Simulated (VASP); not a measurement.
The system is BAs.

```
B As
1.0
     0.00000    2.39187    2.39187
     2.39187    0.00000    2.39187
     2.39187    2.39187    0.00000
B As
1 1
Direct
  0.00000 0.00000 0.00000
  0.25000 0.25000 0.25000
```

Program: VASP 6.6.1. Alike in all runs: task single point; potentials or basis VASP PAW PBE potentials, release 64 (B, As); no spin polarisation; cell as given; smearing gaussian 0.01 eV. Hardware: 1 thread of Intel(R) Xeon(R) Platinum 8559C (Emerald Rapids) (shared host).

Problem. Order these runs on this cell by their wall time, lowest first.
A. level r2SCAN; k mesh 8 × 8 × 8; cutoff (eV) 520
B. level PBEsol; k mesh 4 × 4 × 4; cutoff (eV) 500
C. level HSE06; k mesh 6 × 6 × 6; cutoff (eV) 520; grid for exact exchange (PRECFOCK) Normal; screening parameter 0.2079 1/Å

Solution. B (4 s), A (34 s), C (320 s).

Caveats: some runs use coarse meshes.
